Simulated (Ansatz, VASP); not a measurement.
This is a calculation of HgTe for Ansatz 0.2.0.

File input.yaml:

```yaml
crystal:
  lattice:
    - [3.0123365776, -3.4898894638, 0.0]
    - [3.0123365776, 3.4898894638, 0.0]
    - [0.0, 0.0, 5.8365565098]
  atoms:
    - { symbol: Hg, position: [0.65695, 0.34305, 0.25] }
    - { symbol: Hg, position: [0.34305, 0.65695, 0.75] }
    - { symbol: Te, position: [0.215191, 0.784809, 0.25] }
    - { symbol: Te, position: [0.784809, 0.215191, 0.75] }
kpoints:
  mp_grid: { grid: [6, 6, 5] }
scf:
  occupations: { method: fermi_dirac, width: 0.05 }
hamiltonian:
  xc: lda
  pseudopotentials: { kind: all_electron, lapw: { basis_error: 0.002 } }
output:
  forces: true
  stress: true
  eigenvalues: true
```

Potentials or basis: all-electron LAPW, scalar-relativistic.

The run is started by

```console
$ ansatz run input.yaml --threads 2 --pin off --max-ram 8192MiB --backend cpu --events-out ev --progress --plain --runs-dir out
```

Task: Set up the same calculation for VASP 6.6.1. Potentials there: VASP PAW LDA potentials, release 64 (Hg, Te).

Result: As run (the cutoff follows the program's own potentials):

Contents of INCAR:

```
ALGO = Normal
EDIFF = 1E-7
ENCUT = 520
ISIF = 2
ISMEAR = -1
LASPH = True
LCHARG = True
LELF = True
LREAL = False
LVHAR = True
LWAVE = False
NBANDS = 26
NELM = 60
PREC = Accurate
SIGMA = 0.05
```

Contents of KPOINTS:

```
k-points
0
Gamma
  6 6 5
```

POSCAR

```
HgTe
1.0
    3.0123365776     -3.4898894638      0.0000000000
    3.0123365776      3.4898894638      0.0000000000
    0.0000000000      0.0000000000      5.8365565098
Hg Te
2 2
Direct
    0.6569500000      0.3430500000      0.2500000000
    0.3430500000      0.6569500000      0.7500000000
    0.2151910000      0.7848090000      0.2500000000
    0.7848090000      0.2151910000      0.7500000000
```

Potentials or basis: VASP PAW LDA potentials, release 64 (Hg, Te).

Command:

```console
$ cat potpaw_LDA.64/Hg/POTCAR potpaw_LDA.64/Te/POTCAR > POTCAR
$ mpirun -np 1 vasp_std > vasp.out
```

Both were run:

|  | VASP | Ansatz | Ansatz less VASP |
| --- | --- | --- | --- |
| gap on the k mesh at the Fermi level (eV) | none | none | - |
| pressure (GPa) | -5.4 | -5.6 | -0.19 |
| traceless stress, the component that is largest in VASP (GPa) | 0.78 | 0.85 | +0.071 |
| rms of the force components (eV/Å) | 0.125 | 0.132 | +0.0064 |

LDA's correlation is that of Perdew and Zunger in VASP and of Perdew and Wang (1992) in Ansatz. Atom by atom the forces differ by 0.007 eV/Å (rms over components). A gap of «none» marks a metal or a gap that the smearing closes. Ansatz ran all-electron here, and VASP with PAW potentials.

Neither program's run includes spin-orbit coupling.
